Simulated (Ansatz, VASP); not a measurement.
# Two plane-wave programs on CuI

INCAR

```
SYSTEM = CuI
  PREC = Accurate
  ENCUT = 520
  EDIFF = 1E-6
  ISMEAR = 0
  SIGMA = 0.02
  LREAL = .FALSE.
  LASPH = .TRUE.
  NELM = 80
  ALGO = Normal
  ISIF = 2
  LWAVE = .FALSE.
  LCHARG = .FALSE.
  GGA = PS
  IBRION = 2
  NSW = 60
  EDIFFG = -0.008
```

Contents of KPOINTS:

```
Automatic mesh
0
G
  8 8 4
  0 0 0
```

Contents of POSCAR:

```
CuI
1.0
    4.0820214036      0.0000000000      0.0000000000
    0.0000000000      4.0820214036      0.0000000000
    0.0000000000      0.0000000000      6.6101315424
Cu I
2 2
Direct
    0.5000000000      0.5000000000      0.0000000000
    0.0000000000      0.0000000000      0.0000000000
    0.5000000000      0.0000000000      0.2615207977
    0.0000000000      0.5000000000      0.7384792023
```

Input for Ansatz:

```yaml
crystal:
  lattice:
    - [4.0820214036, 0.0, 0.0]
    - [0.0, 4.0820214036, 0.0]
    - [0.0, 0.0, 6.6101315424]
  atoms:
    - { symbol: Cu, position: [0.5, 0.5, 0.0] }
    - { symbol: Cu, position: [0.0, 0.0, 0.0] }
    - { symbol: I, position: [0.5, 0.0, 0.2615207977] }
    - { symbol: I, position: [0.0, 0.5, 0.7384792023] }
basis:
  ecutwfc: 420
kpoints:
  mp_grid: { grid: [8, 8, 4] }
hamiltonian:
  xc: pbesol
scf:
  occupations: { method: gaussian, width: 0.02 }
output:
  forces: true
  stress: true
  eigenvalues: true
relax:
  adjacent_minimum: "off"
  f_tol: 0.008
  max_steps: 40
```

Change from the starting cell: equal strain along all axes, cell held, atoms relaxed: +2.0 %.

Alike in both runs: task relaxation of the atoms; functional PBEsol; k mesh 8 × 8 × 4; occupations gaussian, width 0.02 eV; no spin polarisation.

```csv
,VASP,Ansatz
version,VASP 6.6.1,Ansatz 0.2.0
potentials or method,"VASP PAW PBE potentials, release 64 (Cu, I), cutoff 520 eV","scalar-relativistic, plane waves, PAW"
valence electrons in the cell,36,72
```

```tsv
	VASP	Ansatz	Ansatz less VASP
gap on the k mesh at the Fermi level, each at its own relaxed structure (eV)	1.56	1.56	-0.006
```

VASP's potentials were made for PBE, not for PBEsol. VASP's potentials hold 36 valence electrons a cell and Ansatz's 72, so a difference there can come from the potentials and not from the codes. Ansatz's warnings: stress scf threshold loose.

Neither program's run includes spin-orbit coupling.
